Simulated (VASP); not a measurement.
# AlSi62 (a cell with a defect) in VASP: a series of runs, part 2 of 3

VASP 6.6.1.

### Step 3. Single point, PBE+D3(BJ)

Contents of INCAR:

```
  PREC = Accurate
  ENCUT = 520
  EDIFF = 1E-6
  ISMEAR = 0
  SIGMA = 0.05
  LREAL = Auto
  LASPH = True
  NELM = 80
  ALGO = Normal
  ISIF = 2
  LWAVE = False
  LCHARG = False
  GGA = PE
  IVDW = 12
  NELECT = 252.0
  NBANDS = 162
```

Contents of KPOINTS:

```
Automatic mesh
0
Gamma
  1 1 1
```

Contents of POSCAR:

```
AlSi62
1.0
   10.8600000000      0.0000000000      0.0000000000
    0.0000000000     10.8600000000      0.0000000000
    0.0000000000      0.0000000000     10.8600000000
Si Al
62 1
Direct
    0.5009046041     -0.0026467772     -0.0009639042
    0.6229579190      0.1239704420      0.1264171271
    0.7486384899      0.2485495396      0.0017881215
    0.8744978821      0.3756345304      0.1250825967
    0.7497151013      0.0004368324      0.2503159300
    0.8709553407      0.1306220074      0.3803524862
    0.0008393186     -0.0001584715      0.0021258748
    0.1233647330      0.1267833333      0.1283341621
    0.2505900552      0.2486188766      0.0016612339
    0.3761889503      0.3757391344      0.1237546041
    0.5070093923      0.4959643646     -0.0074837017
    0.6265058932      0.6233454880      0.1212056169
    0.7540622468      0.7420802947     -0.0081293738
    0.8739093923      0.8730127993      0.1230995396
    0.2494347145      0.0006352670      0.2506427256
    0.3711746777      0.1270519337      0.3770203499
    0.4978054328      0.2494546961      0.2504441068
    0.6230864641      0.3760539595      0.3744346225
    0.7495873849      0.5004534991      0.2497623389
    0.8736114180      0.6273082873      0.3743325967
    0.4979033149      0.0002720074      0.4990860037
    0.6230516575      0.1244269797      0.6258188766
    0.7475823204      0.2601629834      0.5099570902
    0.7496683241     -0.0000005525      0.7504197053
    0.8737913444      0.1240607735      0.8776623389
    0.0022166667      0.5013478821      0.0023791897
    0.1264021179      0.6270778085      0.1269952118
    0.2526503683      0.7493312155     -0.0007355433
    0.3748915285      0.8753163904      0.1253205341
   -0.0024710866      0.2524797422      0.2533101289
    0.1175412523      0.3793929098      0.3818982505
    0.2487046961      0.4997497238      0.2514763352
    0.3743557090      0.6260231123      0.3736625230
    0.5009744015      0.7490283610      0.2472438306
    0.6232719153      0.8761573665      0.3738099448
   -0.0026301105      0.0037405157      0.5025378453
    0.1166348066      0.1330975138      0.6294776243
    0.2457150092      0.2527933702      0.5026690608
    0.3746425414      0.3756013812      0.6255525783
    0.4988658379      0.5011297422      0.4991298343
    0.6366006446      0.6134977901      0.6223188766
    0.7485648250      0.7515625230      0.4989302026
    0.8744861878      0.8752127993      0.6256168508
    0.2480221915      0.0022514733      0.7493859116
    0.3742663904      0.1236212707      0.8758631676
    0.4987517495      0.2489104972      0.7509006446
    0.6367514733      0.3714155617      0.8633719153
    0.8804000000      0.6135686924      0.8636639963
    0.0004937385      0.7522159300      0.2503413444
    0.1232029466      0.8785611418      0.3769149171
   -0.0121197053      0.5033919890      0.5117319521
    0.1257163904      0.6274634438      0.6259563536
    0.2502475138      0.7516362799      0.4985981584
    0.3755446593      0.8742960405      0.6254956722
   -0.0130062615      0.2628612339      0.7541639042
    0.1260159300      0.3760243094      0.8778038674
    0.2497993554      0.5003838858      0.7504186924
    0.3781158379      0.6235068140      0.8733754144
    0.5064267035      0.7433275322      0.7459616943
    0.6264871087      0.8715257827      0.8732508287
    0.0020133517      0.7522028545      0.7512183241
    0.1265674954      0.8767932781      0.8765964088
    0.7975745856      0.4547558011      0.7067837937
```

Potentials or basis: VASP PAW PBE potentials, release 64 (Si, Al).

On the command line:

```bash
$ cat potpaw_PBE.64/Si/POTCAR potpaw_PBE.64/Al/POTCAR > POTCAR
$ mpirun -np 1 vasp_gam > vasp.out
```

Wall time 5.9 min (1 thread of Intel Xeon Platinum 8488C (Sapphire Rapids), shared host); peak memory 1 GiB.

It converged, with:

| Property | Result |
| --- | --- |
| Free energy | -344.5218 eV |
| Largest force | 0.214 eV/Å |
| Dispersion energy per atom | -0.313 eV |

Forces in eV/Å, atoms in the order of the input:
```
Si   0.001  0.000 -0.003
Si   0.007 -0.005  0.004
Si  -0.002 -0.004  0.003
Si   0.000 -0.002  0.001
Si   0.006  0.005  0.006
Si  -0.009  0.011  0.012
Si   0.001  0.002 -0.011
Si   0.004 -0.001 -0.004
Si  -0.003  0.003 -0.005
Si   0.010 -0.002 -0.003
Si  -0.001  0.005  0.003
Si  -0.001  0.000  0.004
Si   0.001  0.011  0.012
Si   0.007  0.007  0.008
Si   0.000 -0.001 -0.003
Si   0.005 -0.004 -0.003
Si   0.007 -0.005 -0.001
Si   0.006  0.003  0.007
Si  -0.002  0.001 -0.005
Si  -0.002 -0.002 -0.006
Si   0.006 -0.002 -0.006
Si   0.005  0.009  0.007
Si   0.003  0.002 -0.003
Si  -0.002 -0.006  0.002
Si  -0.005 -0.009  0.000
Si  -0.002  0.001 -0.004
Si   0.003 -0.008 -0.003
Si   0.000 -0.004 -0.006
Si   0.004 -0.006 -0.004
Si   0.001 -0.001  0.000
Si   0.015 -0.005 -0.011
Si   0.008  0.000 -0.011
Si  -0.002 -0.002 -0.002
Si  -0.001 -0.001  0.000
Si   0.005  0.001 -0.002
Si   0.001 -0.004 -0.002
Si   0.022 -0.022 -0.012
Si   0.008  0.000 -0.001
Si   0.004  0.001  0.000
Si   0.002 -0.001 -0.003
Si  -0.009  0.008 -0.022
Si   0.000 -0.001 -0.004
Si  -0.002  0.000 -0.002
Si   0.010 -0.016 -0.001
Si  -0.003 -0.005  0.001
Si   0.001 -0.004 -0.001
Si  -0.027 -0.021  0.023
Si  -0.001  0.025  0.021
Si   0.002 -0.010  0.000
Si   0.004 -0.005 -0.001
Si   0.014 -0.006 -0.021
Si   0.003 -0.002  0.010
Si  -0.002 -0.002  0.000
Si   0.020 -0.013  0.004
Si   0.020 -0.022 -0.009
Si   0.007  0.009 -0.003
Si   0.005  0.002  0.001
Si   0.005  0.000 -0.001
Si   0.009 -0.008  0.001
Si  -0.001  0.000  0.000
Si   0.000 -0.007 -0.002
Si   0.004 -0.003 -0.006
Al  -0.171  0.118  0.051
```

Levels at points of the mesh, in eV from the Fermi level:
```
           k point  band 124  band 125  band 126  band 127  band 128  band 129
(0.00, 0.00, 0.00)     -0.89     -0.69      0.00      0.00      0.16      0.17
```

Caveat: the k points lie up to 0.58 Å⁻¹ apart; the cell carries a net charge on a neutralising background, which shifts energy and pressure; the cell is charged against a uniform background, so pressure and absolute levels hang on convention.

(Continued in part 3 of 3.)
